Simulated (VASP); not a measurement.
Wanted: the native input for a VASP 6.6.1 run.

```yaml
Task: electric field gradients
Functional: LDA
Potentials_or_basis: VASP PAW LDA potentials, release 64 (K_sv, Ta_pv, O)
Cutoff: 520 eV
k_mesh: 5 × 5 × 5
Occupations: fermi-dirac, width 0.01 eV
Spin: no spin polarisation
Dipole_correction: no
Further_INCAR_settings: ALGO = Normal; EDIFF = 1e-08; NBANDS = 27
```

The structure of KTaO3 lies in POSCAR:

```
KTaO3
1.0
    3.9343974464      0.0000000000      0.0000000000
    0.0000000000      3.9343974464      0.0000000000
    0.0000000000      0.0000000000      3.9343974464
K Ta O
1 1 3
Direct
    0.5000000000      0.5000000000      0.5000000000
    0.0000000000      0.0000000000      0.0000000000
    0.5000000000      0.0000000000      0.0000000000
    0.0000000000      0.5000000000      0.0000000000
    0.0000000000      0.0000000000      0.5000000000
```

This cell differs from its parent crystal: volume scaled by 0.96.

These files were run (other wordings do the same):

INCAR

```
SYSTEM = KTaO3
  PREC = Accurate
  ENCUT = 520
  EDIFF = 1E-8
  ISMEAR = -1
  SIGMA = 0.01
  LREAL = .FALSE.
  LASPH = .TRUE.
  NELM = 80
  ALGO = Normal
  ISIF = 2
  LWAVE = .FALSE.
  LCHARG = .FALSE.
  LEFG = .TRUE.
  NBANDS = 27
```

KPOINTS

```
regular mesh
0
G
  5 5 5
  0 0 0
```

Potentials or basis: VASP PAW LDA potentials, release 64 (K_sv, Ta_pv, O).

The run is started by

```console
$ cat potpaw_LDA.64/K_sv/POTCAR potpaw_LDA.64/Ta_pv/POTCAR potpaw_LDA.64/O/POTCAR > POTCAR
$ mpirun -np 1 vasp_std > vasp.out
```

Results of the run:

```json
{
 "Pressure": "4.4 GPa",
 "Band gap on the k mesh": "2.22 eV, indirect (least direct gap 2.70 eV)"
}
```

Caveat: without QUAD_EFG the Cq values of the log hold for a quadrupole moment of 1 mb, not for the nuclei; spin-orbit coupling is left out, which moves the levels of the heavy elements.

It took 14 s on 1 thread of Intel(R) Xeon(R) Platinum 8488C (Sapphire Rapids), on a shared host, peak memory 0.15 GiB.
